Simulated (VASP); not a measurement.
A run of VASP 6.6.1 is set up as follows.

Contents of POSCAR:

```
ZnO
1.0
    0.0000000000      2.1337703831      2.1337703831
    2.1337703831      0.0000000000      2.1337703831
    2.1337703831      2.1337703831      0.0000000000
Zn O
1 1
Direct
    0.0000000000      0.0000000000      0.0000000000
    0.5000000000      0.5000000000      0.5000000000
```

INCAR.step1

```
PREC = Accurate
ENCUT = 520
EDIFF = 1E-5
ISMEAR = 0
SIGMA = 0.01
LREAL = F
LASPH = T
NELM = 80
ALGO = Normal
ISIF = 2
LWAVE = T
NBANDS = 16
GGA = PE
ISYM = 0
```

INCAR.step2

```
PREC = Accurate
ENCUT = 520
EDIFF = 1E-6
ISMEAR = 0
SIGMA = 0.01
LREAL = F
LASPH = T
NELM = 80
ALGO = Normal
ISIF = 2
LWAVE = F
LCHARG = T
GGA = PE
LHFCALC = T
HFSCREEN = 0.2079
PRECFOCK = Normal
LELF = T
LVHAR = T
NBANDS = 16
ISTART = 1
ISYM = 0
```

File KPOINTS:

```
Automatic mesh
0
Gamma
  4 4 4
```

Potentials or basis: VASP PAW PBE potentials, release 64 (Zn, O).

Command:

```bash
$ cat potpaw_PBE.64/Zn/POTCAR potpaw_PBE.64/O/POTCAR > POTCAR
$ cp INCAR.step1 INCAR
$ mpirun -np 1 vasp_std > vasp.out
$ cp INCAR.step2 INCAR
$ mpirun -np 1 vasp_std > vasp.out
```

(1) Estimate the band gap on the k mesh.

(2) Estimate the pressure.

## Answers

(1) 2.70 eV (least direct gap 3.94 eV).

(2) 2.4 GPa.

Caveat: the k points lie up to 0.64 Å⁻¹ apart; the PAW data sets were made with another functional, which shifts forces and pressure a little.
